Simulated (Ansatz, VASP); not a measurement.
**CaO: VASP beside Ansatz**

File INCAR:

```
PREC = Accurate ; ENCUT = 520
EDIFF = 1E-6 ; ISMEAR = 0
SIGMA = 0.05 ; LREAL = F
LASPH = T ; NELM = 60
ALGO = Normal ; ISIF = 2
LWAVE = F ; LCHARG = F
GGA = PE ; NBANDS = 15
```

Contents of KPOINTS:

```
Automatic mesh
0
Gamma
  8 8 8
```

POSCAR

```
CaO
1.0
    0.0061225000      2.4490000000      2.4490000000
    2.4490000000      0.0061225000      2.4490000000
    2.4551225000      2.4551225000      0.0000000000
Ca O
1 1
Direct
    0.0000000000      0.0000000000      0.0000000000
    0.5000000000      0.5000000000      0.5000000000
```

Input for Ansatz:

```yaml
crystal:
  lattice:
    - [0.0061225, 2.449, 2.449]
    - [2.449, 0.0061225, 2.449]
    - [2.4551225, 2.4551225, 0.0]
  atoms:
    - { symbol: Ca, position: [0.0, 0.0, 0.0] }
    - { symbol: O, position: [0.5, 0.5, 0.5] }
basis:
  ecutwfc: 420
kpoints:
  mp_grid: { grid: [8, 8, 8] }
hamiltonian:
  xc: pbe
scf:
  occupations: { method: gaussian, width: 0.05 }
output:
  forces: true
  stress: true
  eigenvalues: true
  write_density: true
  write_potential: true
  elf: true
  volumetric_format: npy
```

Change from the starting cell: strain +0.0050 x Voigt [0, 0, 0, 0, 0, 1], atoms carried along.

Alike in both runs: task single point; functional PBE; k mesh 8 × 8 × 8; occupations gaussian, width 0.05 eV; no spin polarisation.

```csv
,VASP,Ansatz
version,VASP 6.6.1,Ansatz 0.2.0
potentials or method,"VASP PAW PBE potentials, release 64 (Ca_sv, O), cutoff 520 eV","scalar-relativistic, plane waves, PAW"
valence electrons in the cell,16,16
```

Ansatz gave:

| Item | Value |
| --- | --- |
| gap on the k mesh at the Fermi level (eV) | 3.65 |
| least direct gap on the mesh (eV) | 4.03 |
| pressure (GPa) | -4.0 |
| traceless stress, the component that is largest in VASP (GPa) | -0.37 |

Task: Estimate VASP's values.

Result: gap on the k mesh at the Fermi level (eV): 3.63; least direct gap on the mesh (eV): 4.01; pressure (GPa): -3.6; traceless stress, the component that is largest in VASP (GPa): -0.37.
